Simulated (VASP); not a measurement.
# Cd (I4_1/amd) in VASP: single point with PBE

Aim: the single point of Cd with PBE.

Program: VASP 6.6.1. These are calculated values, not measurements. Logs are shortened: lines on timing, memory, paths and dates and some standing lists are left out, and cuts for length are marked.

### 1 The cell of the first run

The structure is tetragonal, space group I4_1/amd (No. 141). Conventional cell: a = 5.868 Å, b = 5.868 Å, c = 2.999 Å, α = 90.00°, β = 90.00°, γ = 90.00°. Within 3.9 Å of Cd (site symmetry -4m2) lie 10 Cd at 3.00 to 3.70 Å.

### 2 Single point, PBE

Contents of INCAR:

```
SYSTEM = Cd
ALGO = Normal ; EDIFF = 1E-6
ENCUT = 520 ; GGA = PE
ISIF = 2 ; ISMEAR = -1
LASPH = .True. ; LCHARG = .False.
LREAL = .False. ; LWAVE = .False.
NBANDS = 19 ; NELM = 80
PREC = Accurate ; SIGMA = 0.08
```

Contents of KPOINTS:

```
k-points
0
Gamma
  14 14 14
  0 0 0
```

Contents of POSCAR:

```
Cd
1.0
   -2.9341495878      2.9341495878      1.4994422110
    2.9341495878     -2.9341495878      1.4994422110
    2.9341495878      2.9341495878     -1.4994422110
Cd
2
Direct
   -0.3750000000     -0.1250000000     -0.2500000000
    0.3750000000      0.1250000000      0.2500000000
```

Potentials or basis: VASP PAW PBE potentials, release 64 (Cd).

Run with:

```bash
> cat potpaw_PBE.64/Cd/POTCAR > POTCAR
> mpirun -np 1 vasp_std > vasp.out
```

OUTCAR:

```text
SYSTEM = Cd
   EDIFF = 1E-6
   ENCUT = 520
   GGA = PE
   ISIF = 2
   ISMEAR = -1
   LASPH = .True.
   LREAL = .False.
   NELM = 80
   PREC = Accurate

 ion  position               nearest neighbor table
   1  0.625  0.875  0.750-   2 3.03   2 3.03   2 3.03   2 3.03   2 3.70   2 3.70   2 3.70   2 3.70

   2  0.375  0.125  0.250-   1 3.03   1 3.03   1 3.03   1 3.03   1 3.70   1 3.70   1 3.70   1 3.70

  LATTYP: Found a body centered tetragonal cell.
 ALAT       =     5.8682991756
 C/A-ratio  =     0.5110312771

  Lattice vectors:

 A1 = (  -2.9341495878,   2.9341495878,   1.4994422110)
 A2 = (   2.9341495878,  -2.9341495878,   1.4994422110)
 A3 = (   2.9341495878,   2.9341495878,  -1.4994422110)

Analysis of symmetry for initial positions (statically):
=====================================================================
 Subroutine PRICEL returns:
 Original cell was already a primitive cell.

 Routine SETGRP: Setting up the symmetry group for a
 body centered tetragonal supercell.

 Subroutine GETGRP returns: Found 16 space group operations
 (whereof  4 operations were pure point group operations)
 out of a pool of 16 trial point group operations.

The static configuration has the point symmetry C_2h.
 The point group associated with its full space group is D_4h.

Analysis of symmetry for dynamics (positions and initial velocities):
=====================================================================
 Subroutine PRICEL returns:
 Original cell was already a primitive cell.

 Routine SETGRP: Setting up the symmetry group for a
 body centered tetragonal supercell.

 Subroutine GETGRP returns: Found 16 space group operations
 (whereof  4 operations were pure point group operations)
 out of a pool of 16 trial point group operations.

The dynamic configuration has the point symmetry C_2h.
 The point group associated with its full space group is D_4h.

 Subroutine INISYM returns: Found 16 space group operations
 (whereof  4 operations are pure point group operations),
 and found     1 'primitive' translations

----------------------------------------------------------------------------------------

                                     Primitive cell

  volume of cell :      51.6362

  direct lattice vectors                    reciprocal lattice vectors
    -2.934149588  2.934149588  1.499442211     0.000000000  0.170407127  0.333457333
     2.934149588 -2.934149588  1.499442211     0.170407127  0.000000000  0.333457333
     2.934149588  2.934149588 -1.499442211     0.170407127  0.170407127  0.000000000

  length of vectors
     4.412119055  4.412119055  4.412119055     0.374476143  0.374476143  0.240992069

  position of ions in fractional coordinates (direct lattice)
     0.625000000  0.875000000  0.750000000
     0.375000000  0.125000000  0.250000000

  ion indices of the primitive-cell ions
   primitive index   ion index
                 1           1
                 2           2

----------------------------------------------------------------------------------------

 KPOINTS: k-points

Automatic generation of k-mesh.
 Grid dimensions read from file:
 generate k-points for:   14   14   14

 Generating k-lattice:

  Cartesian coordinates                     Fractional coordinates (reciprocal lattice)
     0.000000000  0.012171938  0.023818381     0.071428571  0.000000000  0.000000000
     0.012171938  0.000000000  0.023818381     0.000000000  0.071428571  0.000000000
     0.012171938  0.012171938  0.000000000     0.000000000  0.000000000  0.071428571

  Length of vectors
     0.026748296  0.026748296  0.017213719

  Shift w.r.t. Gamma in fractional coordinates (k-lattice)
     0.000000000  0.000000000  0.000000000

 Subroutine IBZKPT returns following result:
 ===========================================

 Found    244 irreducible k-points:

 Following reciprocal coordinates:
            Coordinates               Weight
  0.000000  0.000000  0.000000      1.000000
  0.071429 -0.000000  0.000000      8.000000
  0.142857 -0.000000  0.000000      8.000000
  0.214286 -0.000000  0.000000      8.000000
  0.285714  0.000000 -0.000000      8.000000
  0.357143  0.000000 -0.000000      8.000000
[... 16 lines left out ...]
  0.214286  0.142857 -0.000000     16.000000
  0.285714  0.142857  0.000000     16.000000
 [... further k-points ...]
   k-points           NKPTS =    244   k-points in BZ     NKDIM =    244   number of bands    NBANDS=     19
   number of dos      NEDOS =    301   number of ions     NIONS =      2
   total plane-waves  NPLWV =  46656
   dimension x,y,z NGX =    36 NGY =   36 NGZ =   36
   dimension x,y,z NGXF=    72 NGYF=   72 NGZF=   72
   ions per type =               2
   NGX,Y,Z   is equivalent  to a cutoff of  13.56, 13.56, 13.56 a.u.
   NGXF,Y,Z  is equivalent  to a cutoff of  27.13, 27.13, 27.13 a.u.
 SYSTEM =  Cd
   PREC   = accura    normal or accurate (medium, high low for compatibility)
   ISTART =      0    job   : 0-new  1-cont  2-samecut
   ICHARG =      2    charge: 1-file 2-atom 10-const
   ISPIN  =      1    spin polarized calculation?
   LNONCOLLINEAR =      F non collinear calculations
   LSORBIT =      F    spin-orbit coupling
   LASPH  =      T    aspherical Exc in radial PAW
   ENCUT  =  520.0 eV  38.22 Ry    6.18 a.u.   8.20  8.20  8.20*2*pi/ulx,y,z
   NELM   =     80;   NELMIN=  2; NELMDL= -5     # of ELM steps
   EDIFF  = 0.1E-05   stopping-criterion for ELM
   LREAL  =      F    real-space projection
   EDIFFG = 0.1E-04   stopping-criterion for IOM
   NSW    =      0    number of steps for IOM
   IBRION =     -1    ionic relax: 0-MD 1-quasi-New 2-CG
   NFREE  =      0    steps in history (QN), initial steepest desc. (CG)
   ISIF   =      2    stress and relaxation
   ISYM   =      2    0-nonsym 1-usesym 2-fastsym
   POTIM  = 0.5000    time-step for ionic-motion
   TEBEG  =    0.0;   TEEND  =   0.0 temperature during run
   PSTRESS=    0.0 pullay stress
   NELECT =      24.0000    total number of electrons
   NUPDOWN=      -1.0000    fix difference up-down
   EMIN   =  10.00;   EMAX   =-10.00  energy-range for DOS
   EFERMI =   0.00;   METHOD = LEGACY
   ISMEAR =    -1;   SIGMA  =   0.08  broadening in eV -4-tet -1-fermi 0-gaus
   EFERMI_NEDOS =   21; number of points for ismear=-14 and -15
   IALGO  =     38    algorithm
   IMIX   =      4    mixing-type and parameters
     AMIX     =   0.40;   BMIX     =  1.00
     AMIX_MAG =   1.60;   BMIX_MAG =  1.00
  volume/ion in A,a.u.               =      25.82       174.23
  Fermi-wavevector in a.u.,A,eV,Ry     =   1.268120  2.396400 21.879929  1.608129
  Thomas-Fermi vector in A             =   2.401232
   LORBIT       =      0    0 simple, 1 ext, 2 COOP (PROOUT), +10 PAW based schemes
   GGA     = PE    functional components
   LHFCALC =     F    Hartree Fock is set to
   AEXX    =    0.0000 exact exchange contribution
   IVDW    =     0    specifies the selected vdW correction
   LEPSILON=     F    determine dielectric tensor
   LRPA    =     F    only Hartree local field effects (RPA)
 non-spin polarized calculation
  energy-cutoff  :      520.00
  volume of cell :       51.64
 maximum number of plane-waves:      1412
 NGX is ok and might be reduce to    36
   NGX = 17   NGY = 17   NGZ = 17

 number of electron      23.9999997 magnetization

 Free energy of the ion-electron system (eV)
  ---------------------------------------------------
  ext. energy  EPLUGINS =         0.00000000
  ---------------------------------------------------
  free energy    TOTEN  =        -1.30734773 eV

  energy without entropy =       -1.28970522  energy(sigma->0) =       -1.29852647

 E-fermi :   1.6870     XC(G=0): -10.0651

 val. band max:        1.6818825667   @ k =  -0.2857  -0.2857   0.2143
 cond. band min:       1.7276599369   @ k =  -0.1429   0.2857   0.1429
 fundamental gap:      0.0457773702
 Fermi energy:         1.6869871244

 k-point     1 :       0.0000    0.0000    0.0000
  band No.  band energies     occupation
      1      -7.6485      2.00000
      2      -7.5339      2.00000
      3      -7.5278      2.00000
      4      -7.5243      2.00000
      5      -6.6691      2.00000
      6      -6.6691      2.00000
[... 11 lines left out ...]
     18      15.2884      0.00000
     19      15.3482      0.00000

 k-point     2 :       0.0714   -0.0000    0.0000
  band No.  band energies     occupation
      1      -7.6424      2.00000
      2      -7.5050      2.00000
      3      -7.4901      2.00000
      4      -7.4652      2.00000
      5      -6.7305      2.00000
      6      -6.7281      2.00000
[... 11 lines left out ...]
     18      13.9236      0.00000
     19      14.1900      0.00000

 k-point     3 :       0.1429   -0.0000    0.0000
  band No.  band energies     occupation
      1      -7.6112      2.00000
      2      -7.4509      2.00000
      3      -7.3769      2.00000
      4      -7.3067      2.00000
      5      -6.8452      2.00000
      6      -6.8234      2.00000
[... 11 lines left out ...]
     18      12.2345      0.00000
     19      12.2738      0.00000

 k-point     4 :       0.2143   -0.0000    0.0000
  band No.  band energies     occupation
      1      -7.5600      2.00000
      2      -7.3751      2.00000
      3      -7.2578      2.00000
      4      -7.1101      2.00000
      5      -6.9829      2.00000
      6      -6.8827      2.00000
[... 11 lines left out ...]
     18      10.5716      0.00000
     19      11.4537      0.00000

 k-point     5 :       0.2857    0.0000   -0.0000
  band No.  band energies     occupation
      1      -7.5112      2.00000
      2      -7.3156      2.00000
      3      -7.2329      2.00000
      4      -7.0920      2.00000
      5      -7.0566      2.00000
      6      -6.8455      2.00000
[... 11 lines left out ...]
     18       9.8780      0.00000
     19      10.3785      0.00000

 k-point     6 :       0.3571    0.0000   -0.0000
  band No.  band energies     occupation
      1      -7.4903      2.00000
      2      -7.3500      2.00000
      3      -7.2432      2.00000
      4      -7.1759      2.00000
      5      -7.0851      2.00000
      6      -6.9221      2.00000
[... 11 lines left out ...]
     18       9.9134      0.00000
     19      11.4766      0.00000

 k-point     7 :       0.4286   -0.0000    0.0000
  band No.  band energies     occupation
      1      -7.4887      2.00000
      2      -7.4158      2.00000
      3      -7.2921      2.00000
      4      -7.2253      2.00000
      5      -7.0248      2.00000
      6      -6.9749      2.00000
[... 11 lines left out ...]
     18      11.2754      0.00000
     19      12.0524      0.00000

 k-point     8 :       0.5000    0.0000    0.0000
  band No.  band energies     occupation
      1      -7.4851      2.00000
      2      -7.4421      2.00000
      3      -7.3401      2.00000
      4      -7.2158      2.00000
      5      -6.9956      2.00000
      6      -6.9941      2.00000
[... 256 lines left out ...]
 k-point    20 :      -0.1429    0.0714   -0.0000
  band No.  band energies     occupation
      1      -7.6210      2.00000
      2      -7.4948      2.00000
      3      -7.4781      2.00000
      4      -7.4710      2.00000
      5      -6.7297      2.00000
      6      -6.7180      2.00000
[... 11 lines left out ...]
     18      13.4682      0.00000
     19      13.9590      0.00000

 k-point    21 :      -0.0714    0.0714    0.0000
  band No.  band energies     occupation
      1      -7.6372      2.00000
      2      -7.5363      2.00000
      3      -7.5305      2.00000
      4      -7.5102      2.00000
      5      -6.6743      2.00000
      6      -6.6663      2.00000
[... 11 lines left out ...]
     18      15.1336      0.00000
     19      15.1369      0.00000

 k-point    22 :       0.1429    0.1429    0.0000
  band No.  band energies     occupation
      1      -7.5366      2.00000
      2      -7.3242      2.00000
      3      -7.2375      2.00000
      4      -7.0888      2.00000
      5      -6.9514      2.00000
      6      -6.9250      2.00000
[... 11 lines left out ...]
     18      10.3469      0.00000
     19      10.4971      0.00000

 k-point    23 :       0.2143    0.1429   -0.0000
  band No.  band energies     occupation
      1      -7.5244      2.00000
      2      -7.3377      2.00000
      3      -7.2618      2.00000
      4      -7.1020      2.00000
      5      -7.0420      2.00000
      6      -6.9737      2.00000
[... 11 lines left out ...]
     18       9.5298      0.00000
     19      10.8371      0.00000

 k-point    24 :       0.2857    0.1429    0.0000
  band No.  band energies     occupation
      1      -7.5390      2.00000
      2      -7.4133      2.00000
      3      -7.2135      2.00000
      4      -7.1628      2.00000
      5      -7.0468      2.00000
      6      -7.0251      2.00000
[... 11 lines left out ...]
     18       9.7059      0.00000
     19      12.2403      0.00000

 [... further k-points ...]

------------------------ aborting loop because EDIFF is reached ----------------------------------------

  FORCE on cell =-STRESS in cart. coord.  units (eV):
  Direction    XX          YY          ZZ          XY          YZ          ZX
  --------------------------------------------------------------------------------------
  -------------------------------------------------------------------------------------
  Total        0.0744801      0.0744801      0.0885833     -0.0000000     -0.0000000     -0.0000000
  in kB        2.3109822      2.3109822      2.7485779     -0.0000000     -0.0000000     -0.0000000
  external PRESSURE =       2.4568474 kB  Pullay stress =       0.0000000 kB

 VOLUME and BASIS-vectors are now :
 -----------------------------------------------------------------------------
  energy-cutoff  :      520.00
  volume of cell :       51.64
      direct lattice vectors                 reciprocal lattice vectors
    -2.934149588  2.934149588  1.499442211     0.000000000  0.170407127  0.333457333
     2.934149588 -2.934149588  1.499442211     0.170407127  0.000000000  0.333457333
     2.934149588  2.934149588 -1.499442211     0.170407127  0.170407127  0.000000000

 POSITION                                       TOTAL-FORCE (eV/Angst)
 -----------------------------------------------------------------------------------
      2.93415      1.46707      1.12458        -0.000000      0.000000     -0.000000
      0.00000      1.46707      0.37486         0.000000     -0.000000      0.000000
 -----------------------------------------------------------------------------------
    total drift:                               -0.000000     -0.000000      0.000000

  FREE ENERGIE OF THE ION-ELECTRON SYSTEM (eV)
  ---------------------------------------------------
  free  energy   TOTEN  =        -1.3073477264 eV

  energy  without entropy=       -1.2897052208  energy(sigma->0) =       -1.29852647
```

Run time: 1.8 min. Hardware: 1 thread of Intel Xeon Platinum 8559C (Emerald Rapids), shared host; peak memory 0.33 GiB.

What came out:

- Free energy: -1.3073 eV
- Pressure: 0.2 GPa
- Band gap on the k mesh: zero (bands 12 and 13 overlap by 5.13 eV)

Levels at points of the mesh, in eV from the Fermi level:
| k point | band 8 | band 9 | band 10 | band 11 | band 12 | band 13 | band 14 | band 15 | band 16 | band 17 |
| --- | --- | --- | --- | --- | --- | --- | --- | --- | --- | --- |
| (0.00, 0.00, 0.00) | -8.34 | -8.19 | -7.92 | -7.63 | 1.31 | 1.31 | 2.05 | 5.77 | 10.20 | 10.20 |
| (0.50, 0.00, 0.00) | -8.23 | -8.12 | -7.96 | -1.58 | -1.37 | 2.03 | 2.95 | 3.18 | 5.86 | 7.27 |
| (0.50, 0.50, 0.00) | -8.30 | -8.23 | -8.23 | -5.12 | -5.12 | 4.44 | 4.44 | 5.59 | 5.59 | 11.70 |
| (0.50, 0.50, 0.50) | -8.34 | -8.32 | -8.32 | -2.66 | -2.66 | -2.12 | -2.12 | 10.92 | 10.92 | 14.20 |

The gap in the log of VASP goes by the Fermi energy; the results here count the filled bands.